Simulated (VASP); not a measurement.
Write the native input for VASP 6.6.1 that does the following.

```
Task                   : single point
Functional             : r2SCAN
Potentials or basis    : VASP PAW PBE potentials, release 64 (B, N)
Cutoff                 : 520 eV
k mesh                 : 12 × 12 × 6
Occupations            : gaussian, width 0.05 eV
Spin                   : no spin polarisation
Dipole correction      : no
Further INCAR settings : ALGO = Normal; EDIFF = 1e-07; NBANDS = 16
```

Crystal: BN.

```
B N
1.0
     2.55394    0.00958    0.00000
    -1.26868    2.20699    0.00000
     0.00000    0.00000    4.22685
B N
2 2
Direct
  0.66667 0.33333 0.99972
  0.33333 0.66667 0.49972
  0.66667 0.33333 0.62528
  0.33333 0.66667 0.12528
```

This cell differs from its parent crystal: strain +0.0075 x Voigt [0, 0, 0, 0, 0, 1].

These files were run (other wordings do the same):

POSCAR

```
BN
1.0
    2.5539396017      0.0095772735      0.0000000000
   -1.2686756387      2.2069879380      0.0000000000
    0.0000000000      0.0000000000      4.2268550000
B N
2 2
Direct
    0.6666666667      0.3333333333      0.9997240000
    0.3333333333      0.6666666667      0.4997240000
    0.6666666667      0.3333333333      0.6252760000
    0.3333333333      0.6666666667      0.1252760000
```

INCAR.step1

```
SYSTEM = BN
ALGO = Normal
EDIFF = 1E-4
ENCUT = 520
GGA = PE
ISMEAR = 0
LASPH = .True.
LCHARG = .False.
LREAL = .False.
LWAVE = .True.
NBANDS = 16
NELM = 100
PREC = Accurate
SIGMA = 0.05
```

INCAR.step2

```
SYSTEM = BN
ALGO = Normal
EDIFF = 1E-7
ENCUT = 520
ISIF = 2
ISMEAR = 0
ISTART = 1
LASPH = .True.
LCHARG = .True.
LELF = .True.
LMIXTAU = .True.
LREAL = .False.
LVHAR = .True.
LWAVE = .False.
METAGGA = R2SCAN
NBANDS = 16
NELM = 100
PREC = Accurate
SIGMA = 0.05
```

KPOINTS

```
k-points
0
Gamma
  12 12 6
  0 0 0
```

Potentials or basis: VASP PAW PBE potentials, release 64 (B, N).

Launch:

```bash
$ cat potpaw_PBE.64/B/POTCAR potpaw_PBE.64/N/POTCAR > POTCAR
$ cp INCAR.step1 INCAR
$ mpirun -np 1 vasp_std > vasp.out
$ cp INCAR.step2 INCAR
$ mpirun -np 1 vasp_std > vasp.out
```

It gave:

```
Pressure               : -3.7 GPa
Largest force          : 0.035 eV/Å
Band gap on the k mesh : 5.70 eV (least direct gap 8.90 eV)
```

Caveat: the cell differs from its parent crystal (strain +0.0075 x Voigt [0, 0, 0, 0, 0, 1]); the cell stands under tension; the PAW data sets were made with another functional, which shifts forces and pressure a little.

Wall time 5.2 min on 1 thread of AMD EPYC 7R43 64-Core Processor (Zen 3), with other jobs on the host, peak memory 0.17 GiB.
